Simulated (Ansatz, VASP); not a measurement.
# Two plane-wave programs on Ir

Contents of POSCAR:

```
Ir
1.0
    0.0000000000      2.0265643084      1.7225796622
    2.0265643084      0.0000000000      1.7225796622
    2.0265643084      2.0265643084      0.0000000000
Ir
1
Direct
    0.0000000000      0.0000000000      0.0000000000
```

File INCAR.step1:

```
  PREC = Accurate
  ENCUT = 520
  ISMEAR = 0
  SIGMA = 0.15
  LREAL = False
  LASPH = True
  NELM = 60
  NBANDS = 10
  GGA = PE
  ALGO = Normal
  EDIFF = 1E-4
  LWAVE = True
  LCHARG = False
```

The input INCAR.step2:

```
  PREC = Accurate
  ENCUT = 520
  EDIFF = 1E-6
  ISMEAR = 0
  SIGMA = 0.15
  LREAL = False
  LASPH = True
  NELM = 60
  ALGO = Normal
  ISIF = 2
  LWAVE = False
  LCHARG = False
  METAGGA = R2SCAN
  LMIXTAU = True
  NBANDS = 10
  ISTART = 1
```

KPOINTS

```
regular mesh
0
Gamma
  24 24 24
```

Input for Ansatz:

```yaml
crystal:
  lattice:
    - [0.0, 2.0265643084, 1.7225796622]
    - [2.0265643084, 0.0, 1.7225796622]
    - [2.0265643084, 2.0265643084, 0.0]
  atoms:
    - { symbol: Ir, position: [0.0, 0.0, 0.0] }
basis:
  ecutwfc: 500
kpoints:
  mp_grid: { grid: [24, 24, 24] }
hamiltonian:
  xc: r2scan
scf:
  occupations: { method: gaussian, width: 0.15 }
output:
  forces: true
  stress: true
  eigenvalues: true
```

Alike in both runs: task single point; functional r2SCAN; k mesh 24 × 24 × 24; occupations gaussian, width 0.15 eV; no spin polarisation.

```csv
,VASP,Ansatz
version,VASP 6.6.1,Ansatz 0.2.0
potentials or method,"VASP PAW PBE potentials, release 64 (Ir), cutoff 520 eV","scalar-relativistic, plane waves, PAW"
valence electrons in the cell,9,17
```

```tsv
	VASP	Ansatz	Ansatz less VASP
gap on the k mesh at the Fermi level (eV)	none	none	-
pressure (GPa)	9.1	6.4	-2.64
traceless stress, the component that is largest in VASP (GPa)	32.70	32.72	+0.019
```

VASP's potentials were made for PBE, not for r2SCAN. A gap of «none» marks a metal or a gap that the smearing closes. VASP's potentials hold 9 valence electrons a cell and Ansatz's 17, so a difference there can come from the potentials and not from the codes.

Neither program's run includes spin-orbit coupling.
